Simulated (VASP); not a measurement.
# Mg (P6_3/mmc) in VASP: density of states with PBEsol

Aim: the density of states of Mg with PBEsol.

All numbers are computed with VASP 6.6.1; they aren't measurements. Logs are shortened: lines on timing, memory, paths and dates and some standing lists are left out, and cuts for length are marked.

### 1 The cell of the first run

Symmetry: P6_3/mmc, No. 194, hexagonal system. The conventional cell has a = 3.210 Å, b = 3.210 Å, c = 10.319 Å, α = 90.00°, β = 90.00°, γ = 120.00°. Within 4.2 Å of Mg (site symmetry -3m) lie 12 Mg at 3.18 to 3.21 Å. Mg (site symmetry -6m2) has 12 Mg at 3.18 to 3.21 Å within 4.2 Å.

### 2 Density of states, PBEsol

POSCAR reads:

```
Mg
1.0
    3.2102761295      0.0000000000      0.0000000000
   -1.6051380647      2.7801806813      0.0000000000
    0.0000000000      0.0000000000     10.3191049828
Mg
4
Direct
    0.0000000000      0.0000000000      0.0000000000
    0.3333333333      0.6666666667      0.2500000000
    0.0000000000      0.0000000000      0.5000000000
    0.6666666667      0.3333333333      0.7500000000
```

INCAR.step1 reads:

```
  PREC = Accurate
  ENCUT = 520
  EDIFF = 1E-6
  ISMEAR = 0
  SIGMA = 0.1
  LREAL = False
  LASPH = True
  NELM = 100
  ALGO = Normal
  ISIF = 2
  LWAVE = False
  LCHARG = True
  GGA = PS
  NBANDS = 12
```

KPOINTS.step1 reads:

```
regular mesh
0
Gamma
  15 15 4
```

INCAR.step2 reads:

```
  PREC = Accurate
  ENCUT = 520
  EDIFF = 1E-6
  ISMEAR = -5
  SIGMA = 0.1
  LREAL = False
  LASPH = True
  NELM = 100
  ALGO = Normal
  ISIF = 2
  LWAVE = False
  LCHARG = False
  GGA = PS
  LORBIT = 10
  NEDOS = 1001
  ICHARG = 11
```

KPOINTS.step2 reads:

```
regular mesh
0
Gamma
  23 23 6
```

Potentials or basis: VASP PAW PBE potentials, release 64 (Mg).

Started as:

```console
$ cat potpaw_PBE.64/Mg/POTCAR > POTCAR
$ cp INCAR.step1 INCAR
$ cp KPOINTS.step1 KPOINTS
$ mpirun -np 1 vasp_std > vasp.out
$ cp INCAR.step2 INCAR
$ cp KPOINTS.step2 KPOINTS
$ mpirun -np 1 vasp_std > vasp.out
```

OUTCAR:

```text
PREC = Accurate
   ENCUT = 520
   EDIFF = 1E-6
   ISMEAR = -5
   LREAL = False
   LASPH = True
   NELM = 100
   ISIF = 2
   GGA = PS
   LORBIT = 10
   ICHARG = 11

 ion  position               nearest neighbor table
   1  0.000  0.000  0.000-   2 3.18   4 3.18   2 3.18   4 3.18   4 3.18   2 3.18
   2  0.333  0.667  0.250-   1 3.18   3 3.18   1 3.18   3 3.18   1 3.18   3 3.18
   3  0.000  0.000  0.500-   2 3.18   4 3.18   2 3.18   4 3.18   4 3.18   2 3.18
   4  0.667  0.333  0.750-   1 3.18   3 3.18   1 3.18   3 3.18   1 3.18   3 3.18

  LATTYP: Found a hexagonal cell.
 ALAT       =     3.2102761295
 C/A-ratio  =     3.2143979417

  Lattice vectors:

 A1 = (   3.2102761295,   0.0000000000,   0.0000000000)
 A2 = (  -1.6051380647,   2.7801806813,   0.0000000000)
 A3 = (   0.0000000000,   0.0000000000,  10.3191049828)

Analysis of symmetry for initial positions (statically):
=====================================================================
 Subroutine PRICEL returns:
 Original cell was already a primitive cell.

 Routine SETGRP: Setting up the symmetry group for a
 hexagonal supercell.

 Subroutine GETGRP returns: Found 24 space group operations
 (whereof 12 operations were pure point group operations)
 out of a pool of 24 trial point group operations.

The static configuration has the point symmetry D_3d.
 The point group associated with its full space group is D_6h.

Analysis of symmetry for dynamics (positions and initial velocities):
=====================================================================
 Subroutine PRICEL returns:
 Original cell was already a primitive cell.

 Routine SETGRP: Setting up the symmetry group for a
 hexagonal supercell.

 Subroutine GETGRP returns: Found 24 space group operations
 (whereof 12 operations were pure point group operations)
 out of a pool of 24 trial point group operations.

The dynamic configuration has the point symmetry D_3d.
 The point group associated with its full space group is D_6h.

 Subroutine INISYM returns: Found 24 space group operations
 (whereof 12 operations are pure point group operations),
 and found     1 'primitive' translations

----------------------------------------------------------------------------------------

                                     Primitive cell

  volume of cell :      92.0995

  direct lattice vectors                    reciprocal lattice vectors
     3.210276129  0.000000000  0.000000000     0.311499684  0.179844426  0.000000000
    -1.605138065  2.780180681  0.000000000     0.000000000  0.359688853  0.000000000
     0.000000000  0.000000000 10.319104983     0.000000000  0.000000000  0.096907629

  length of vectors
     3.210276129  3.210276129 10.319104983     0.359688853  0.359688853  0.096907629

  position of ions in fractional coordinates (direct lattice)
     0.000000000  0.000000000  0.000000000
     0.333333333  0.666666667  0.250000000
     0.000000000  0.000000000  0.500000000
     0.666666667  0.333333333  0.750000000

  ion indices of the primitive-cell ions
   primitive index   ion index
                 1           1
                 2           2
                 3           3
                 4           4

----------------------------------------------------------------------------------------

 KPOINTS: regular mesh

Automatic generation of k-mesh.
 Grid dimensions read from file:
 generate k-points for:   23   23    6

 Generating k-lattice:

  Cartesian coordinates                     Fractional coordinates (reciprocal lattice)
     0.013543465  0.007819323  0.000000000     0.043478261 -0.000000000  0.000000000
     0.000000000  0.015638646  0.000000000     0.000000000  0.043478261  0.000000000
     0.000000000  0.000000000  0.016151272     0.000000000  0.000000000  0.166666667

  Length of vectors
     0.015638646  0.015638646  0.016151272

  Shift w.r.t. Gamma in fractional coordinates (k-lattice)
     0.000000000  0.000000000  0.000000000

 TETIRR: Found   3243 inequivalent tetrahedra from    19044

 Subroutine IBZKPT returns following result:
 ===========================================

 Found    224 irreducible k-points:

 Following reciprocal coordinates:
            Coordinates               Weight
  0.000000  0.000000  0.000000      1.000000
  0.043478  0.000000  0.000000      6.000000
  0.086957  0.000000  0.000000      6.000000
  0.130435  0.000000  0.000000      6.000000
  0.173913  0.000000  0.000000      6.000000
  0.217391  0.000000  0.000000      6.000000
[... 16 lines left out ...]
  0.478261  0.043478  0.000000      6.000000
  0.086957  0.086957  0.000000      6.000000
 [... further k-points ...]
   k-points           NKPTS =    224   k-points in BZ     NKDIM =    224   number of bands    NBANDS=      8
   number of dos      NEDOS =   1001   number of ions     NIONS =      4
   total plane-waves  NPLWV =  46080
   dimension x,y,z NGX =    24 NGY =   24 NGZ =   80
   dimension x,y,z NGXF=    48 NGYF=   48 NGZF=  160
   ions per type =               4
   NGX,Y,Z   is equivalent  to a cutoff of  12.43, 12.43, 12.89 a.u.
   NGXF,Y,Z  is equivalent  to a cutoff of  24.86, 24.86, 25.78 a.u.
 SYSTEM =  unknown system
   PREC   = accura    normal or accurate (medium, high low for compatibility)
   ISTART =      0    job   : 0-new  1-cont  2-samecut
   ICHARG =     11    charge: 1-file 2-atom 10-const
   ISPIN  =      1    spin polarized calculation?
   LNONCOLLINEAR =      F non collinear calculations
   LSORBIT =      F    spin-orbit coupling
   LASPH  =      T    aspherical Exc in radial PAW
   ENCUT  =  520.0 eV  38.22 Ry    6.18 a.u.   5.97  5.97 19.19*2*pi/ulx,y,z
   NELM   =    100;   NELMIN=  2; NELMDL=  0     # of ELM steps
   EDIFF  = 0.1E-05   stopping-criterion for ELM
   LREAL  =      F    real-space projection
   EDIFFG = 0.1E-04   stopping-criterion for IOM
   NSW    =      0    number of steps for IOM
   IBRION =     -1    ionic relax: 0-MD 1-quasi-New 2-CG
   NFREE  =      0    steps in history (QN), initial steepest desc. (CG)
   ISIF   =      2    stress and relaxation
   ISYM   =      2    0-nonsym 1-usesym 2-fastsym
   POTIM  = 0.5000    time-step for ionic-motion
   TEBEG  =    0.0;   TEEND  =   0.0 temperature during run
   PSTRESS=    0.0 pullay stress
   NELECT =       8.0000    total number of electrons
   NUPDOWN=      -1.0000    fix difference up-down
   EMIN   =  10.00;   EMAX   =-10.00  energy-range for DOS
   EFERMI =   0.00;   METHOD = LEGACY
   ISMEAR =    -5;   SIGMA  =   0.10  broadening in eV -4-tet -1-fermi 0-gaus
   EFERMI_NEDOS =   21; number of points for ismear=-14 and -15
   IALGO  =     38    algorithm
   IMIX   =      4    mixing-type and parameters
     AMIX     =   0.40;   BMIX     =  1.00
     AMIX_MAG =   1.60;   BMIX_MAG =  1.00
  volume/ion in A,a.u.               =      23.02       155.38
  Fermi-wavevector in a.u.,A,eV,Ry     =   0.725024  1.370097  7.152035  0.525660
  Thomas-Fermi vector in A             =   1.815641
   LORBIT       =     10    0 simple, 1 ext, 2 COOP (PROOUT), +10 PAW based schemes
   GGA     = PS    functional components
   LHFCALC =     F    Hartree Fock is set to
   AEXX    =    0.0000 exact exchange contribution
   IVDW    =     0    specifies the selected vdW correction
   LEPSILON=     F    determine dielectric tensor
   LRPA    =     F    only Hartree local field effects (RPA)
 non-spin polarized calculation
 Fermi weights with tetrahedron method with Bloechl corrections
  energy-cutoff  :      520.00
  volume of cell :       92.10
 maximum number of plane-waves:      2514
 NGX is ok and might be reduce to    24

 number of electron       8.0000000 magnetization

 Free energy of the ion-electron system (eV)
  ---------------------------------------------------
  ext. energy  EPLUGINS =         0.00000000
  ---------------------------------------------------
  free energy    TOTEN  =        -6.86254993 eV

  energy without entropy =       -6.86254993  energy(sigma->0) =       -6.86254993

 E-fermi :   2.5961     XC(G=0):  -8.5246

 val. band max:        2.7232279232   @ k =   0.3043   0.3043   0.5000
 cond. band min:       2.4946513387   @ k =   0.3913   0.1304   0.3333
 fundamental gap:     -0.2285765845
 Fermi energy:         2.5960524294

 k-point     1 :       0.0000    0.0000    0.0000
  band No.  band energies     occupation
      1      -4.3400      2.00000
      2      -2.9333      2.00000
      3      -2.9327      2.00000
      4       0.9471      2.00000
      5       1.4317      2.00000
      6       7.7412      0.00000
      7       7.7517      0.00000
      8      13.4002      0.00000

 k-point     2 :       0.0435    0.0000    0.0000
  band No.  band energies     occupation
      1      -4.3031      2.00000
      2      -2.8970      2.00000
      3      -2.8963      2.00000
      4       0.9807      2.00000
      5       1.4676      2.00000
      6       7.7686      0.00000
      7       7.7810      0.00000
      8      12.3661      0.00000

 k-point     3 :       0.0870    0.0000    0.0000
  band No.  band energies     occupation
      1      -4.1925      2.00000
      2      -2.7880      2.00000
      3      -2.7873      2.00000
      4       1.0817      2.00000
      5       1.5750      2.00000
      6       7.8470      0.00000
      7       7.8670      0.00000
      8      11.0760      0.00000

 k-point     4 :       0.1304    0.0000    0.0000
  band No.  band energies     occupation
      1      -4.0084      2.00000
      2      -2.6066      2.00000
      3      -2.6059      2.00000
      4       1.2499      2.00000
      5       1.7527      2.05246
      6       7.9530      0.00000
      7       8.0009      0.00000
      8       9.8041      0.00000

 k-point     5 :       0.1739    0.0000    0.0000
  band No.  band energies     occupation
      1      -3.7513      2.00000
      2      -2.3533      2.00000
      3      -2.3525      2.00000
      4       1.4854      2.00000
      5       1.9987      2.21118
      6       7.8968      0.00000
      7       8.1434      0.00000
      8       8.7775      0.00000
[... 177 lines left out ...]
 k-point    22 :       0.4348    0.0435    0.0000
  band No.  band energies     occupation
      1      -0.3305      2.00000
      2       0.9739      2.00000
      3       0.9922      2.00000
      4       1.2937      2.00000
      5       2.6732      0.94627
      6       2.6905      0.35224
      7       4.7116      0.00000
      8       5.4427      0.00000

 k-point    23 :       0.4783    0.0435    0.0000
  band No.  band energies     occupation
      1       0.4388      2.00000
      2       0.4410      2.00000
      3       1.5227      2.00000
      4       1.5367      2.00000
      5       2.0790      2.02000
      6       2.0995      2.30445
      7       5.3667      0.00000
      8       5.5484      0.00000

 k-point    24 :       0.0870    0.0870    0.0000
  band No.  band energies     occupation
      1      -3.8981      2.00000
      2      -2.4980      2.00000
      3      -2.4972      2.00000
      4       1.3508      2.00000
      5       1.8586      2.15010
      6       8.0074      0.00000
      7       8.0783      0.00000
      8       9.8350      0.00000

 [... further k-points ...]

------------------------ aborting loop because EDIFF is reached ----------------------------------------

  FORCE on cell =-STRESS in cart. coord.  units (eV):
  Direction    XX          YY          ZZ          XY          YZ          ZX
  --------------------------------------------------------------------------------------
  -------------------------------------------------------------------------------------
  Total       -0.5732636     -0.5732636     -0.2566427     -0.0000000      0.0000000      0.0000000
  in kB       -9.9725786     -9.9725786     -4.4645953     -0.0000000      0.0000000      0.0000000
  external PRESSURE =      -8.1365842 kB  Pullay stress =       0.0000000 kB

 VOLUME and BASIS-vectors are now :
 -----------------------------------------------------------------------------
  energy-cutoff  :      520.00
  volume of cell :       92.10
      direct lattice vectors                 reciprocal lattice vectors
     3.210276129  0.000000000  0.000000000     0.311499684  0.179844426  0.000000000
    -1.605138065  2.780180681  0.000000000     0.000000000  0.359688853  0.000000000
     0.000000000  0.000000000 10.319104983     0.000000000  0.000000000  0.096907629

 POSITION                                       TOTAL-FORCE (eV/Angst)
 -----------------------------------------------------------------------------------
      0.00000      0.00000      0.00000        -0.000000      0.000000     -0.000000
     -0.00000      1.85345      2.57978         0.000000      0.000000      0.000000
      0.00000      0.00000      5.15955        -0.000000      0.000000     -0.000000
      1.60514      0.92673      7.73933        -0.000000     -0.000000     -0.000000
 -----------------------------------------------------------------------------------
    total drift:                                0.000000     -0.000000      0.000000

  FREE ENERGIE OF THE ION-ELECTRON SYSTEM (eV)
  ---------------------------------------------------
  free  energy   TOTEN  =        -6.8625499346 eV

  energy  without entropy=       -6.8625499346  energy(sigma->0) =       -6.86254993

 total charge

# of ion       s       p       d       tot
------------------------------------------
    1        0.207   0.126   0.011   0.344
    2        0.210   0.124   0.012   0.346
    3        0.207   0.126   0.011   0.344
    4        0.210   0.124   0.012   0.346
--------------------------------------------------
tot          0.834   0.501   0.046   1.381
```

Wall time 2 min (1 thread of Intel Xeon Platinum 8375C at 2.90GHz (Ice Lake), shared host); peak memory 0.31 GiB.

What came out:

* Valence electrons inside the program's atomic spheres: Mg 0.34, 0.35

Levels at points of the mesh, in eV from the Fermi level:
| k point | band 2 | band 3 | band 4 | band 5 | band 6 | band 7 |
| --- | --- | --- | --- | --- | --- | --- |
| (0.00, 0.00, 0.00) | -5.53 | -5.53 | -1.65 | -1.16 | 5.15 | 5.16 |
| (0.00, 0.00, 0.50) | -6.58 | -3.80 | -3.80 | 1.60 | 1.60 | 9.15 |

Caveat: the PAW data sets were made with another functional, which shifts forces and pressure a little; tetrahedron occupations give inexact forces and stress in metals.
